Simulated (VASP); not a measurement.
# PbI2 (Pb(I)2) in VASP: further runs

The runs below take PbI2 (Pb(I)2) through single point, with PBE.

Everything below comes from runs of VASP 6.6.1. Logs are shortened: lines on timing, memory, paths and dates and some standing lists are left out, and cuts for length are marked.

## Step 1: The cell of the first run

The cell holds a molecule in a box, 3 atoms: a = 10.760 Å, b = 9.070 Å, c = 13.490 Å, α = 90.00°, β = 90.00°, γ = 90.00°.

## Step 2: Single point, PBE

Input file INCAR:

```
SYSTEM = PbI2
  ALGO = Normal
  EDIFF = 1E-6
  ENCUT = 520
  GGA = PE
  ISIF = 2
  ISMEAR = 0
  LASPH = .TRUE.
  LCHARG = .FALSE.
  LREAL = .FALSE.
  LWAVE = .FALSE.
  NBANDS = 21
  NELM = 80
  PREC = Accurate
  SIGMA = 0.01
```

Input file KPOINTS:

```
k-points
0
G
  1 1 1
  0 0 0
```

Input file POSCAR:

```
PbI2
1.0
   10.7600000000      0.0000000000      0.0000000000
    0.0000000000      9.0700000000      0.0000000000
    0.0000000000      0.0000000000     13.4900000000
Pb I
1 2
Direct
    0.5816793700      0.5034355000      0.4999392100
    0.4182156100      0.4961411200      0.6662980000
    0.4182156100      0.4961411200      0.3335804300
```

Potentials or basis: VASP PAW PBE potentials, release 64 (Pb_d, I).

The run is started by

```bash
cat potpaw_PBE.64/Pb_d/POTCAR potpaw_PBE.64/I/POTCAR > POTCAR
mpirun -np 1 vasp_gam > vasp.out
```

OUTCAR:

```text
SYSTEM = PbI2
   EDIFF = 1E-6
   ENCUT = 520
   GGA = PE
   ISIF = 2
   ISMEAR = 0
   LASPH = .TRUE.
   LREAL = .FALSE.
   NELM = 80
   PREC = Accurate

 ion  position               nearest neighbor table
   1  0.582  0.503  0.500-   3 2.85   2 2.85
   2  0.418  0.496  0.666-   1 2.85
   3  0.418  0.496  0.334-   1 2.85

  LATTYP: Found a simple orthorhombic cell.
 ALAT       =     9.0700000000
 B/A-ratio  =     1.1863285557
 C/A-ratio  =     1.4873208379

  Lattice vectors:

 A1 = (   0.0000000000,  -9.0700000000,   0.0000000000)
 A2 = (  10.7600000000,   0.0000000000,   0.0000000000)
 A3 = (   0.0000000000,   0.0000000000,  13.4900000000)

Analysis of symmetry for initial positions (statically):
=====================================================================
 Subroutine PRICEL returns:
 Original cell was already a primitive cell.

 Routine SETGRP: Setting up the symmetry group for a
 simple orthorhombic supercell.

 Subroutine GETGRP returns: Found  2 space group operations
 (whereof  1 operations were pure point group operations)
 out of a pool of  8 trial point group operations.

The static configuration has the point symmetry C_1 .
 The point group associated with its full space group is C_1h.

Analysis of symmetry for dynamics (positions and initial velocities):
=====================================================================
 Subroutine PRICEL returns:
 Original cell was already a primitive cell.

 Routine SETGRP: Setting up the symmetry group for a
 simple orthorhombic supercell.

 Subroutine GETGRP returns: Found  2 space group operations
 (whereof  1 operations were pure point group operations)
 out of a pool of  8 trial point group operations.

The dynamic configuration has the point symmetry C_1 .
 The point group associated with its full space group is C_1h.

 Subroutine INISYM returns: Found  2 space group operations
 (whereof  1 operations are pure point group operations),
 and found     1 'primitive' translations

----------------------------------------------------------------------------------------

                                     Primitive cell

  volume of cell :    1316.5323

  direct lattice vectors                    reciprocal lattice vectors
    10.760000000  0.000000000  0.000000000     0.092936803  0.000000000  0.000000000
     0.000000000  9.070000000  0.000000000     0.000000000  0.110253583  0.000000000
     0.000000000  0.000000000 13.490000000     0.000000000  0.000000000  0.074128984

  length of vectors
    10.760000000  9.070000000 13.490000000     0.092936803  0.110253583  0.074128984

  position of ions in fractional coordinates (direct lattice)
     0.581679370  0.503435500  0.499939210
     0.418215610  0.496141120  0.666298000
     0.418215610  0.496141120  0.333580430

  ion indices of the primitive-cell ions
   primitive index   ion index
                 1           1
                 2           2
                 3           3

----------------------------------------------------------------------------------------

 KPOINTS: k-points

Automatic generation of k-mesh.
 Grid dimensions read from file:
 generate k-points for:    1    1    1

 Generating k-lattice:

  Cartesian coordinates                     Fractional coordinates (reciprocal lattice)
     0.092936803  0.000000000  0.000000000     1.000000000  0.000000000  0.000000000
     0.000000000  0.110253583  0.000000000     0.000000000  1.000000000  0.000000000
     0.000000000  0.000000000  0.074128984     0.000000000  0.000000000  1.000000000

  Length of vectors
     0.092936803  0.110253583  0.074128984

  Shift w.r.t. Gamma in fractional coordinates (k-lattice)
     0.000000000  0.000000000  0.000000000

 Subroutine IBZKPT returns following result:
 ===========================================

 Found      1 irreducible k-points:

 Following reciprocal coordinates:
            Coordinates               Weight
  0.000000  0.000000  0.000000      1.000000
   k-points           NKPTS =      1   k-points in BZ     NKDIM =      1   number of bands    NBANDS=     21
   number of dos      NEDOS =    301   number of ions     NIONS =      3
   total plane-waves  NPLWV = 560000
   dimension x,y,z NGX =    80 NGY =   70 NGZ =  100
   dimension x,y,z NGXF=   160 NGYF=  140 NGZF=  200
   ions per type =               1   2
   NGX,Y,Z   is equivalent  to a cutoff of  12.36, 12.83, 12.32 a.u.
   NGXF,Y,Z  is equivalent  to a cutoff of  24.72, 25.66, 24.65 a.u.
 SYSTEM =  PbI2
   PREC   = accura    normal or accurate (medium, high low for compatibility)
   ISTART =      0    job   : 0-new  1-cont  2-samecut
   ICHARG =      2    charge: 1-file 2-atom 10-const
   ISPIN  =      1    spin polarized calculation?
   LNONCOLLINEAR =      F non collinear calculations
   LSORBIT =      F    spin-orbit coupling
   LASPH  =      T    aspherical Exc in radial PAW
   ENCUT  =  520.0 eV  38.22 Ry    6.18 a.u.  20.01 16.86 25.08*2*pi/ulx,y,z
   NELM   =     80;   NELMIN=  2; NELMDL= -5     # of ELM steps
   EDIFF  = 0.1E-05   stopping-criterion for ELM
   LREAL  =      F    real-space projection
   EDIFFG = 0.1E-04   stopping-criterion for IOM
   NSW    =      0    number of steps for IOM
   IBRION =     -1    ionic relax: 0-MD 1-quasi-New 2-CG
   NFREE  =      0    steps in history (QN), initial steepest desc. (CG)
   ISIF   =      2    stress and relaxation
   ISYM   =      2    0-nonsym 1-usesym 2-fastsym
   POTIM  = 0.5000    time-step for ionic-motion
   TEBEG  =    0.0;   TEEND  =   0.0 temperature during run
   PSTRESS=    0.0 pullay stress
   NELECT =      28.0000    total number of electrons
   NUPDOWN=      -1.0000    fix difference up-down
   EMIN   =  10.00;   EMAX   =-10.00  energy-range for DOS
   EFERMI =   0.00;   METHOD = LEGACY
   ISMEAR =     0;   SIGMA  =   0.01  broadening in eV -4-tet -1-fermi 0-gaus
   EFERMI_NEDOS =   21; number of points for ismear=-14 and -15
   IALGO  =     38    algorithm
   IMIX   =      4    mixing-type and parameters
     AMIX     =   0.40;   BMIX     =  1.00
     AMIX_MAG =   1.60;   BMIX_MAG =  1.00
  volume/ion in A,a.u.               =     438.84      2961.47
  Fermi-wavevector in a.u.,A,eV,Ry     =   0.453576  0.857135  2.799146  0.205731
  Thomas-Fermi vector in A             =   1.436081
   LORBIT       =      0    0 simple, 1 ext, 2 COOP (PROOUT), +10 PAW based schemes
   GGA     = PE    functional components
   LHFCALC =     F    Hartree Fock is set to
   AEXX    =    0.0000 exact exchange contribution
   IVDW    =     0    specifies the selected vdW correction
   LEPSILON=     F    determine dielectric tensor
   LRPA    =     F    only Hartree local field effects (RPA)
 non-spin polarized calculation
 Gauss-broadening in eV      SIGMA  =   0.01
  energy-cutoff  :      520.00
  volume of cell :     1316.53
 maximum number of plane-waves:     17678
   NGX = 41   NGY = 33   NGZ = 51

 number of electron      28.0000012 magnetization

 Free energy of the ion-electron system (eV)
  ---------------------------------------------------
  ext. energy  EPLUGINS =         0.00000000
  ---------------------------------------------------
  free energy    TOTEN  =        -7.38187966 eV

  energy without entropy =       -7.38187966  energy(sigma->0) =       -7.38187966

 E-fermi :  -5.3968     XC(G=0):  -1.5357

 val. band max:       -5.4531415862   @ k =   0.0000   0.0000   0.0000
 cond. band min:      -3.1328327102   @ k =   0.0000   0.0000   0.0000
 fundamental gap:      2.3203088760
 Fermi energy:        -5.3967983307

 k-point     1 :       0.0000    0.0000    0.0000
  band No.  band energies     occupation
      1     -21.6754      2.00000
      2     -21.5902      2.00000
      3     -21.5824      2.00000
      4     -21.5147      2.00000
      5     -21.4278      2.00000
      6     -16.3056      2.00000
[... 13 lines left out ...]
     20       0.9914      0.00000
     21       1.2549      0.00000

------------------------ aborting loop because EDIFF is reached ----------------------------------------

  FORCE on cell =-STRESS in cart. coord.  units (eV):
  Direction    XX          YY          ZZ          XY          YZ          ZX
  --------------------------------------------------------------------------------------
  -------------------------------------------------------------------------------------
  Total       -0.2245482      0.0700701     -0.4454324     -0.0039640      0.0000000      0.0000000
  in kB       -0.2732679      0.0852730     -0.5420768     -0.0048240      0.0000000      0.0000000
  external PRESSURE =      -0.2433572 kB  Pullay stress =       0.0000000 kB

 VOLUME and BASIS-vectors are now :
 -----------------------------------------------------------------------------
  energy-cutoff  :      520.00
  volume of cell :     1316.53
      direct lattice vectors                 reciprocal lattice vectors
    10.760000000  0.000000000  0.000000000     0.092936803  0.000000000  0.000000000
     0.000000000  9.070000000  0.000000000     0.000000000  0.110253583  0.000000000
     0.000000000  0.000000000 13.490000000     0.000000000  0.000000000  0.074128984

 POSITION                                       TOTAL-FORCE (eV/Angst)
 -----------------------------------------------------------------------------------
      6.25887      4.56616      6.74418        -0.083491     -0.002438      0.000000
      4.50000      4.50000      8.98836         0.041745      0.001219     -0.097680
      4.50000      4.50000      4.50000         0.041745      0.001219      0.097680
 -----------------------------------------------------------------------------------
    total drift:                               -0.000701      0.000154     -0.000076

  FREE ENERGIE OF THE ION-ELECTRON SYSTEM (eV)
  ---------------------------------------------------
  free  energy   TOTEN  =        -7.3818796636 eV

  energy  without entropy=       -7.3818796636  energy(sigma->0) =       -7.38187966
```

Wall time 2.9 min (1 thread of AMD EPYC 7R13, shared host); peak memory 0.92 GiB.

What came out:

```
Free energy                     : -7.3819 eV
Largest force                   : 0.106 eV/Å
Gap between the frontier levels : 2.32 eV
```

Forces in eV/Å, atoms in the order of the input:
```
Pb  -0.083 -0.002  0.000
I    0.042  0.001 -0.098
I    0.042  0.001  0.098
```

Levels at points of the mesh, in eV from the valence-band top:
| k point | band 11 | band 12 | band 13 | band 14 | band 15 | band 16 | band 17 | band 18 |
| --- | --- | --- | --- | --- | --- | --- | --- | --- |
| (0.00, 0.00, 0.00) | -0.60 | -0.22 | -0.06 | 0.00 | 2.32 | 3.73 | 4.30 | 5.31 |

Caveat: spin-orbit coupling is left out, which moves the levels of the heavy elements.

## Step 3: Single point, PBE, non-collinear spin, zero start, spin-orbit coupling

Input file INCAR:

```
SYSTEM = PbI2
PREC = Accurate
ENCUT = 520
EDIFF = 1E-6
ISMEAR = 0
SIGMA = 0.01
LREAL = .False.
LASPH = .True.
NELM = 150
ALGO = Normal
ISIF = 2
LWAVE = .False.
LCHARG = .False.
MAGMOM = 0 0 0 0 0 0 0 0 0
LORBIT = 11
LSORBIT = .True.
GGA_COMPAT = .False.
LORBMOM = .True.
GGA = PE
NBANDS = 41
```

Input file KPOINTS:

```
regular mesh
0
Gamma
  1 1 1
  0 0 0
```

POSCAR is that of step 2.

Potentials or basis: VASP PAW PBE potentials, release 64 (Pb_d, I).

The run is started by

```bash
cat potpaw_PBE.64/Pb_d/POTCAR potpaw_PBE.64/I/POTCAR > POTCAR
mpirun -np 1 vasp_ncl > vasp.out
```

OUTCAR:

```text
SYSTEM = PbI2
   PREC = Accurate
   ENCUT = 520
   EDIFF = 1E-6
   ISMEAR = 0
   LREAL = .False.
   LASPH = .True.
   NELM = 150
   ISIF = 2
   LORBIT = 11
   LSORBIT = .True.
   GGA = PE

 ion  position               nearest neighbor table
   1  0.582  0.503  0.500-   3 2.85   2 2.85
   2  0.418  0.496  0.666-   1 2.85
   3  0.418  0.496  0.334-   1 2.85

  LATTYP: Found a simple orthorhombic cell.
 ALAT       =     9.0700000000
 B/A-ratio  =     1.1863285557
 C/A-ratio  =     1.4873208379

  Lattice vectors:

 A1 = (   0.0000000000,  -9.0700000000,   0.0000000000)
 A2 = (  10.7600000000,   0.0000000000,   0.0000000000)
 A3 = (   0.0000000000,   0.0000000000,  13.4900000000)

Analysis of symmetry for initial positions (statically):
=====================================================================
 Subroutine PRICEL returns:
 Original cell was already a primitive cell.

 Routine SETGRP: Setting up the symmetry group for a
[... 289 lines left out ...]
    -0.0134066     0.0000000    -0.0400300    -0.0133450    -0.0134433
     0.0000000    -0.0400300     0.0000000    -0.0411353     0.0000000
    -0.0133054    -0.0133450    -0.0411353     0.0000000    -0.0130837
    -0.0534148    -0.0134433     0.0000000    -0.0130837     0.0000000
 l=   3
     0.0000000     0.0000000     0.0000000     0.0000000     0.0000000     0.0000000     0.0000000
     0.0000000     0.0000000     0.0000000     0.0000000     0.0000000     0.0000000     0.0000000
     0.0000000     0.0000000     0.0000000     0.0000000     0.0000000     0.0000000     0.0000000
     0.0000000     0.0000000     0.0000000     0.0000000     0.0000000     0.0000000     0.0000000
[... 29 lines left out ...]
 l=   2
     0.0000000    -0.0000008     0.0000000     0.0000146     0.0000015
    -0.0000008     0.0000000     0.0000071     0.0000092     0.0000079
     0.0000000     0.0000071     0.0000000     0.0000338     0.0000000
     0.0000146     0.0000092     0.0000338     0.0000000     0.0000075
     0.0000015     0.0000079     0.0000000     0.0000075     0.0000000
 l=   3
     0.0000000     0.0000000     0.0000000     0.0000000     0.0000000     0.0000000     0.0000000
     0.0000000     0.0000000     0.0000000     0.0000000     0.0000000     0.0000000     0.0000000
     0.0000000     0.0000000     0.0000000     0.0000000     0.0000000     0.0000000     0.0000000
     0.0000000     0.0000000     0.0000000     0.0000000     0.0000000     0.0000000     0.0000000
     0.0000000     0.0000000     0.0000000     0.0000000     0.0000000     0.0000000     0.0000000
     0.0000000     0.0000000     0.0000000     0.0000000     0.0000000     0.0000000     0.0000000
     0.0000000     0.0000000     0.0000000     0.0000000     0.0000000     0.0000000     0.0000000

 total charge

# of ion       s       p       d       tot
------------------------------------------
    1        1.426   0.630   9.828  11.884
    2        1.513   2.758   0.008   4.280
    3        1.513   2.758   0.008   4.280
--------------------------------------------------
tot          4.453   6.146   9.844  20.443

 magnetization (x)

# of ion       s       p       d       tot
------------------------------------------
    1        0.000   0.000   0.000   0.000
    2        0.000   0.000  -0.000   0.000
    3       -0.000  -0.000   0.000  -0.000
--------------------------------------------------
tot          0.000   0.000   0.000   0.000

 magnetization (y)

# of ion       s       p       d       tot
------------------------------------------
    1        0.000   0.000   0.000   0.000
    2       -0.000   0.000  -0.000  -0.000
    3        0.000  -0.000   0.000   0.000
--------------------------------------------------
tot          0.000   0.000   0.000   0.000

 magnetization (z)

# of ion       s       p       d       tot
------------------------------------------
    1       -0.000  -0.000   0.000  -0.000
    2       -0.000  -0.000   0.000  -0.000
    3       -0.000  -0.000   0.000  -0.000
--------------------------------------------------
tot         -0.000  -0.000   0.000  -0.000
```

OSZICAR:

```text
N       E                     dE             d eps       ncg     rms          rms(c)
DAV:   1     0.219969292883E+03    0.21997E+03   -0.77379E+03    98   0.829E+02
DAV:   2     0.303002250805E+02   -0.18967E+03   -0.18644E+03   123   0.231E+02
[... 17 lines left out ...]
DAV:  20    -0.818881602414E+01   -0.62036E-04   -0.46165E-06    67   0.882E-03    0.151E-03
DAV:  21    -0.818885349927E+01   -0.37475E-04   -0.37818E-06    83   0.637E-03    0.112E-03
DAV:  22    -0.818886638402E+01   -0.12885E-04   -0.94403E-07    76   0.350E-03    0.512E-04
DAV:  23    -0.818887273122E+01   -0.63472E-05   -0.45850E-07    84   0.212E-03    0.306E-04
DAV:  24    -0.818887535930E+01   -0.26281E-05   -0.25419E-07    58   0.153E-03    0.336E-04
DAV:  25    -0.818887591313E+01   -0.55383E-06   -0.39439E-08    76   0.887E-04
   1 F= -.81888759E+01 E0= -.81888759E+01  d E =-.213495E-48  mag=     0.0000    -0.0000     0.0000
```

Wall time 17 min (1 thread of AMD EPYC 7R13, shared host); peak memory 3 GiB.

What came out:

```
Free energy                                           : -8.1889 eV
Largest force                                         : 0.083 eV/Å
Net moment                                            : 0.00 μB per cell
Valence electrons inside the program's atomic spheres : Pb 11.88; I 4.28
```

Forces in eV/Å, atoms in the order of the input:
```
Pb  -0.044 -0.001  0.000
I    0.022  0.001 -0.080
I    0.022  0.001  0.080
```

Moments on the atoms (μB; x, y, z):
```
Pb  0.00 0.00 0.00
I   0.00 0.00 0.00
I   0.00 0.00 0.00
```
